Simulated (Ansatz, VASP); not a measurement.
# Two plane-wave programs on Nb16O

```
Nb O
1.0
     6.60000    0.00000    0.00000
     0.00000    6.60000    0.00000
     0.00000    0.00000    6.60000
Nb O
16 1
Direct
  0.99773 0.00480 0.00025
  0.50170 0.00481 0.00024
  0.99797 0.50863 0.00028
  0.00796 0.01517 0.50031
  0.24974 0.25679 0.24358
  0.50161 0.50883 0.00028
  0.49159 0.01512 0.50031
  0.74979 0.25679 0.25205
  0.00801 0.49829 0.50030
  0.24981 0.75671 0.25208
  0.24973 0.25679 0.75707
  0.49149 0.49829 0.50029
  0.74983 0.75675 0.29623
  0.74977 0.25675 0.74843
  0.24981 0.75677 0.74851
  0.74983 0.75674 0.70434
  0.74968 0.75675 0.00027
```

Alike in both runs: functional r2SCAN; k mesh 2 × 2 × 2; occupations fermi-dirac, width 0.05 eV; no spin polarisation.

Ansatz relaxed the structure, and its values are those at the end. VASP's run is a single point on that final structure, the one shown.

|  | VASP | Ansatz |
| --- | --- | --- |
| version | VASP 6.6.1 | Ansatz 0.2.0 |
| potentials or method | VASP PAW PBE potentials, release 64 (Nb_sv, O), cutoff 520 eV | scalar-relativistic, plane waves, PAW |
| valence electrons in the cell | 214 | 214 |

|  | VASP | Ansatz | Ansatz less VASP |
| --- | --- | --- | --- |
| rms of the force components (eV/Å) | 0.019 | 0.018 | -0.0010 |

VASP's potentials were made for PBE, not for r2SCAN. With one functional, cell and mesh, what is left measures potentials, basis and numerics.

The k mesh is coarse, so the values compare programs but aren't converged.
